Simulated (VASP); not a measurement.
Cu:

```xyz
1
Lattice="0.0000 1.8075 1.8075 1.8075 0.0000 1.8075 1.8075 1.8075 0.0000" Properties=species:S:1:pos:R:3 pbc="T T T"
Cu    0.0000    0.0000    0.0000
```

```yaml
Program: VASP 6.6.1
Task: relaxation of cell and atoms
Functional: r2SCAN
Potentials_or_basis: VASP PAW PBE potentials, release 64 (Cu)
Cutoff: 660 eV
k_mesh: 21 × 21 × 21
Occupations: fermi-dirac, width 0.05 eV
Spin: no spin polarisation
```

At the start: pressure -4.4 GPa; volume 11.81 Å³/atom.

Question: How do energy, volume and symmetry change on relaxing?

Answer: Over 3 steps the energy falls by 4.7 meV/atom and the volume is 11.48 Å³/atom (-2.8 %); space group Fm-3m (No. 225, to 0.1 Å) before and after.

The path:
```tsv
step	energy change (eV)	largest force (eV/Å)	pressure (GPa)	volume (Å³)
1	0.0000	0.0000	-4.39	11.81
2	-0.0027	0.0000	2.99	11.26
3	-0.0047	0.0000	-0.02	11.48
```

Final structure:
```
Cu
1.0
     0.00000    1.79029    1.79029
     1.79029    0.00000    1.79029
     1.79029    1.79029    0.00000
Cu
1
Direct
  0.00000 0.00000 0.00000
```

Caveat: the PAW data sets were made with another functional, which shifts forces and pressure a little.
